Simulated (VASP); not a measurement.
# MnO2 (P4_2/mnm) in VASP: a series of runs, part 2 of 2

VASP 6.6.1. The steps go on from the part before.

### Step 3. Single point, PBE+U, collinear spin, ferromagnetic start

File INCAR:

```
PREC = Accurate
ENCUT = 520
EDIFF = 1E-7
ISMEAR = 0
SIGMA = 0.05
LREAL = False
LASPH = True
NELM = 150
ALGO = Fast
ISIF = 2
LWAVE = False
LCHARG = True
ISPIN = 2
MAGMOM = 0.45 0.45 0 0 0 0
LORBIT = 11
LMAXMIX = 4
LDAU = True
LDAUTYPE = 2
LDAUL = 2 -1
LDAUU = 3.9 0
LDAUJ = 0 0
LDAUPRINT = 1
GGA = PE
LELF = True
LVHAR = True
NBANDS = 38
```

File KPOINTS:

```
regular mesh
0
Gamma
  5 5 8
```

File POSCAR:

```
MnO2
1.0
    4.3960000000      0.0000000000      0.0000000000
    0.0000000000      4.3960000000      0.0000000000
    0.0000000000      0.0000000000      2.8710000000
Mn O
2 4
Direct
    0.0000000000      0.0000000000      0.0000000000
    0.5000000000      0.5000000000      0.5000000000
    0.3020000000      0.3020000000      0.0000000000
    0.1980000000      0.8020000000      0.5000000000
    0.6980000000      0.6980000000      0.0000000000
    0.8020000000      0.1980000000      0.5000000000
```

Potentials or basis: VASP PAW PBE potentials, release 64 (Mn_pv, O).

The run is started by

```sh
cat potpaw_PBE.64/Mn_pv/POTCAR potpaw_PBE.64/O/POTCAR > POTCAR
mpirun -np 1 vasp_std > vasp.out
```

OUTCAR:

```text
PREC = Accurate
   ENCUT = 520
   EDIFF = 1E-7
   ISMEAR = 0
   LREAL = False
   LASPH = True
   NELM = 150
   ISIF = 2
   ISPIN = 2
   LORBIT = 11
   GGA = PE

 ion  position               nearest neighbor table
   1  0.000  0.000  0.000-   3 1.88   5 1.88   4 1.89   6 1.89   4 1.89   6 1.89
   2  0.500  0.500  0.500-   4 1.88   6 1.88   5 1.89   3 1.89   3 1.89   5 1.89
   3  0.302  0.302  0.000-   1 1.88   2 1.89   2 1.89
   4  0.198  0.802  0.500-   2 1.88   1 1.89   1 1.89
   5  0.698  0.698  0.000-   1 1.88   2 1.89   2 1.89
   6  0.802  0.198  0.500-   2 1.88   1 1.89   1 1.89

  LATTYP: Found a simple tetragonal cell.
 ALAT       =     4.3960000000
 C/A-ratio  =     0.6530937216

  Lattice vectors:

 A1 = (   4.3960000000,   0.0000000000,   0.0000000000)
 A2 = (   0.0000000000,   4.3960000000,   0.0000000000)
 A3 = (   0.0000000000,   0.0000000000,   2.8710000000)

Analysis of symmetry for initial positions (statically):
=====================================================================
 Subroutine PRICEL returns:
 Original cell was already a primitive cell.

 Routine SETGRP: Setting up the symmetry group for a
 simple tetragonal supercell.

 Subroutine GETGRP returns: Found 16 space group operations
 (whereof  8 operations were pure point group operations)
 out of a pool of 16 trial point group operations.

The static configuration has the point symmetry D_2h.
 The point group associated with its full space group is D_4h.

Analysis of symmetry for dynamics (positions and initial velocities):
=====================================================================
 Subroutine PRICEL returns:
 Original cell was already a primitive cell.

 Routine SETGRP: Setting up the symmetry group for a
 simple tetragonal supercell.

 Subroutine GETGRP returns: Found 16 space group operations
 (whereof  8 operations were pure point group operations)
 out of a pool of 16 trial point group operations.

The dynamic configuration has the point symmetry D_2h.
 The point group associated with its full space group is D_4h.

Analysis of structural, dynamic, and magnetic symmetry:
=====================================================================
 Subroutine PRICEL returns:
 Original cell was already a primitive cell.

 Routine SETGRP: Setting up the symmetry group for a
 simple tetragonal supercell.

 Subroutine GETGRP returns: Found 16 space group operations
 (whereof  8 operations were pure point group operations)
 out of a pool of 16 trial point group operations.

The overall configuration has the point symmetry D_2h.
 The point group associated with its full space group is D_4h.

 Subroutine INISYM returns: Found 16 space group operations
 (whereof  8 operations are pure point group operations),
[... 180 lines left out ...]

atom =   2  type =  1  l = 2

 onsite density matrix

spin component  1

  0.6288  0.0000 -0.1891  0.0000  0.0000
  0.0000  0.7340  0.0000 -0.2305  0.0000
 -0.1891  0.0000  0.8452  0.0000  0.0000
  0.0000 -0.2305  0.0000  0.7340  0.0000
  0.0000  0.0000  0.0000  0.0000  0.9735

spin component  2

  0.2447  0.0000  0.1129  0.0000 -0.0000
  0.0000  0.2221  0.0000  0.1141  0.0000
  0.1129  0.0000  0.1394  0.0000  0.0000
  0.0000  0.1141  0.0000  0.2221  0.0000
 -0.0000  0.0000  0.0000  0.0000  0.1196

 occupancies and eigenvectors

  o =  0.0675  v =  0.0000  0.0000  0.0000  0.0000  0.0000 -0.5374 -0.0000  0.8433  0.0000 -0.0000      0.0000  0.0000  0.0000  0.0000  0.0000  0.0000  0.0000  0.0000  0.0000  0.0000
  o =  0.1079  v =  0.0000  0.0000  0.0000  0.0000  0.0000  0.0000  0.7071  0.0000 -0.7071 -0.0000      0.0000  0.0000  0.0000  0.0000  0.0000  0.0000  0.0000  0.0000  0.0000  0.0000
  o =  0.1196  v =  0.0000  0.0000  0.0000  0.0000  0.0000 -0.0000  0.0000  0.0000  0.0000  1.0000      0.0000  0.0000  0.0000  0.0000  0.0000  0.0000  0.0000  0.0000  0.0000  0.0000
  o =  0.3166  v =  0.0000  0.0000  0.0000  0.0000  0.0000 -0.8433 -0.0000 -0.5374  0.0000 -0.0000      0.0000  0.0000  0.0000  0.0000  0.0000  0.0000  0.0000  0.0000  0.0000  0.0000
  o =  0.3362  v =  0.0000  0.0000  0.0000  0.0000  0.0000  0.0000 -0.7071  0.0000 -0.7071  0.0000      0.0000  0.0000  0.0000  0.0000  0.0000  0.0000  0.0000  0.0000  0.0000  0.0000
  o =  0.5034  v =  0.0000 -0.7071  0.0000 -0.7071 -0.0000  0.0000  0.0000  0.0000  0.0000  0.0000      0.0000  0.0000  0.0000  0.0000  0.0000  0.0000  0.0000  0.0000  0.0000  0.0000
  o =  0.5191  v =  0.8651  0.0000  0.5017  0.0000 -0.0000  0.0000  0.0000  0.0000  0.0000  0.0000      0.0000  0.0000  0.0000  0.0000  0.0000  0.0000  0.0000  0.0000  0.0000  0.0000
  o =  0.9548  v = -0.5017 -0.0000  0.8651  0.0000 -0.0000  0.0000  0.0000  0.0000  0.0000  0.0000      0.0000  0.0000  0.0000  0.0000  0.0000  0.0000  0.0000  0.0000  0.0000  0.0000
  o =  0.9645  v =  0.0000 -0.7071 -0.0000  0.7071 -0.0000  0.0000  0.0000  0.0000  0.0000  0.0000      0.0000  0.0000  0.0000  0.0000  0.0000  0.0000  0.0000  0.0000  0.0000  0.0000
  o =  0.9735  v = -0.0000 -0.0000  0.0000  0.0000  1.0000  0.0000  0.0000  0.0000  0.0000  0.0000      0.0000  0.0000  0.0000  0.0000  0.0000  0.0000  0.0000  0.0000  0.0000  0.0000

 number of electron      49.9999990 magnetization       6.0162069

 Free energy of the ion-electron system (eV)
  ---------------------------------------------------
  ext. energy  EPLUGINS =         0.00000000
  ---------------------------------------------------
  free energy    TOTEN  =       -42.24364813 eV

  energy without entropy =      -42.24334745  energy(sigma->0) =      -42.24349779

 E-fermi :   5.1546     XC(G=0): -12.0278

 val. band max:        5.1343896309   @ k =   0.0000   0.0000   0.1250
 cond. band min:       5.1785868114   @ k =   0.0000   0.0000   0.1250
 fundamental gap:      0.0441971805
 Fermi energy:         5.1546098955

 spin component 1

 k-point     1 :       0.0000    0.0000    0.0000
  band No.  band energies     occupation
      1     -45.8150      1.00000
      2     -45.8075      1.00000
      3     -45.7754      1.00000
      4     -45.7754      1.00000
      5     -45.7219      1.00000
      6     -45.7219      1.00000
[... 1913 lines left out ...]
     36      19.6088      0.00000
     37      20.9612      0.00000

 [... further k-points ...]

 [bands above 37 left out]

------------------------ aborting loop because EDIFF is reached ----------------------------------------

  FORCE on cell =-STRESS in cart. coord.  units (eV):
  Direction    XX          YY          ZZ          XY          YZ          ZX
  --------------------------------------------------------------------------------------
  -------------------------------------------------------------------------------------
  Total        3.7739981      3.7739981      4.4135767      0.0000000      0.0000000      0.0000000
  in kB      108.9842396    108.9842396    127.4537755      0.0000000      0.0000000      0.0000000
  external PRESSURE =     115.1407515 kB  Pullay stress =       0.0000000 kB

 VOLUME and BASIS-vectors are now :
 -----------------------------------------------------------------------------
  energy-cutoff  :      520.00
  volume of cell :       55.48
      direct lattice vectors                 reciprocal lattice vectors
     4.396000000  0.000000000  0.000000000     0.227479527  0.000000000  0.000000000
     0.000000000  4.396000000  0.000000000     0.000000000  0.227479527  0.000000000
     0.000000000  0.000000000  2.871000000     0.000000000  0.000000000  0.348310693

 POSITION                                       TOTAL-FORCE (eV/Angst)
 -----------------------------------------------------------------------------------
      0.00000      0.00000      0.00000         0.000000      0.000000      0.000000
      2.19800      2.19800      1.43550         0.000000      0.000000      0.000000
      1.32759      1.32759      0.00000         0.305654      0.305654     -0.000000
      0.87041      3.52559      1.43550        -0.305654      0.305654      0.000000
      3.06841      3.06841      0.00000        -0.305654     -0.305654      0.000000
      3.52559      0.87041      1.43550         0.305654     -0.305654      0.000000
 -----------------------------------------------------------------------------------
    total drift:                                0.000000      0.000000      0.000000

  FREE ENERGIE OF THE ION-ELECTRON SYSTEM (eV)
  ---------------------------------------------------
  free  energy   TOTEN  =       -42.2436481300 eV

  energy  without entropy=      -42.2433474528  energy(sigma->0) =      -42.24349779

 total charge

# of ion       s       p       d       tot
------------------------------------------
    1        0.360   6.478   4.830  11.668
    2        0.360   6.478   4.830  11.668
    3        1.568   3.486   0.000   5.054
    4        1.568   3.486   0.000   5.054
    5        1.568   3.486   0.000   5.054
    6        1.568   3.486   0.000   5.054
--------------------------------------------------
tot          6.991  26.901   9.660  43.552

 magnetization (x)

# of ion       s       p       d       tot
------------------------------------------
    1        0.019   0.030   2.965   3.014
    2        0.019   0.030   2.965   3.014
    3       -0.002  -0.031   0.000  -0.033
    4       -0.002  -0.031   0.000  -0.033
    5       -0.002  -0.031   0.000  -0.033
    6       -0.002  -0.031   0.000  -0.033
--------------------------------------------------
tot          0.029  -0.062   5.930   5.897
```

It took 1.9 min on 1 thread of AMD EPYC 9R45 (Zen 5), shared host; peak memory 0.22 GiB.

What came out:

- Free energy: -42.2436 eV
- Pressure: 11.5 GPa
- Largest force: 0.432 eV/Å
- Band gap on the k mesh: zero (filled and empty bands overlap)
- Net moment: 6.02 μB per cell
- Site moments: Mn +3.01; O -0.03 μB
- Valence electrons inside the program's atomic spheres: Mn 11.67; O 5.05

Forces on the atoms (eV/Å):
```
Mn   0.000  0.000  0.000
Mn   0.000  0.000  0.000
O    0.306  0.306  0.000
O   -0.306  0.306  0.000
O   -0.306 -0.306  0.000
O    0.306 -0.306  0.000
```

Eigenvalues of the final occupation matrices:
```
    site  spin  trace               eigenvalues
site 1 d     1   3.92  0.50 0.52 0.95 0.96 0.97
site 1 d     2   0.95  0.07 0.11 0.12 0.32 0.34
site 2 d     1   3.92  0.50 0.52 0.95 0.96 0.97
site 2 d     2   0.95  0.07 0.11 0.12 0.32 0.34
```

Caveat: the cell stands under pressure; only a ferromagnetic start was run, and an antiferromagnetic order may lie lower in energy. The state reached can hang on the start; a lower one may exist.
